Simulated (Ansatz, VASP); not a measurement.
ZrS2 in VASP and in Ansatz

File INCAR:

```
SYSTEM = ZrS2
ALGO = Normal ; EDIFF = 1E-6
ENCUT = 500 ; GGA = PS
GGA_COMPAT = .FALSE. ; ISIF = 2
ISMEAR = 0 ; IVDW = 13
LASPH = .TRUE. ; LCHARG = .FALSE.
LREAL = .FALSE. ; LWAVE = .FALSE.
NBANDS = 19 ; NELM = 120
PREC = Accurate ; SIGMA = 0.01
```

File KPOINTS:

```
k-points
0
G
  6 6 4
  0 0 0
```

The input POSCAR:

```
ZrS2
1.0
    3.6743619272      0.0000000000      0.0000000000
   -1.8371809636      3.1820907716      0.0000000000
    0.0000000000      0.0000000000      5.8571358081
Zr S
1 2
Direct
    0.0000000000      0.0000000000      0.0000000000
    0.6666666667      0.3333333333      0.7537648223
    0.3333333333      0.6666666667      0.2462351777
```

Input for Ansatz:

```yaml
crystal:
  lattice:
    - [3.6743619272, 0.0, 0.0]
    - [-1.8371809636, 3.1820907716, 0.0]
    - [0.0, 0.0, 5.8571358081]
  atoms:
    - { symbol: Zr, position: [0.0, 0.0, 0.0] }
    - { symbol: S, position: [0.6666666667, 0.3333333333, 0.7537648223] }
    - { symbol: S, position: [0.3333333333, 0.6666666667, 0.2462351777] }
kpoints:
  mp_grid: { grid: [6, 6, 4] }
hamiltonian:
  xc: pbesol
  dispersion: d4
scf:
  occupations: { method: fixed }
  n_extra_bands: 4
output:
  forces: true
  stress: true
  eigenvalues: true
```

Alike in both runs: task single point; functional PBEsol; dispersion D4; k mesh 6 × 6 × 4; no spin polarisation.

|  | VASP | Ansatz |
| --- | --- | --- |
| version | VASP 6.6.1 | Ansatz 0.2.0 |
| potentials or method | VASP PAW PBE potentials, release 64 (Zr_sv, S) | plane waves |
| plane-wave cutoff (eV) | 500 | 420 |
| occupations | gaussian, width 0.01 eV | fixed |
| valence electrons in the cell | 24 | 24 |

|  | VASP | Ansatz | Ansatz less VASP |
| --- | --- | --- | --- |
| gap on the k mesh at the Fermi level (eV) | 0.81 | 0.81 | -0.002 |
| pressure (GPa) | -2.9 | -2.9 | -0.05 |
| traceless stress, the component that is largest in VASP (GPa) | 0.94 | 0.92 | -0.021 |
| rms of the force components (eV/Å) | 0.060 | 0.068 | +0.0083 |

VASP's potentials were made for PBE, not for PBEsol. Atom by atom the forces differ by 0.008 eV/Å (rms over components).
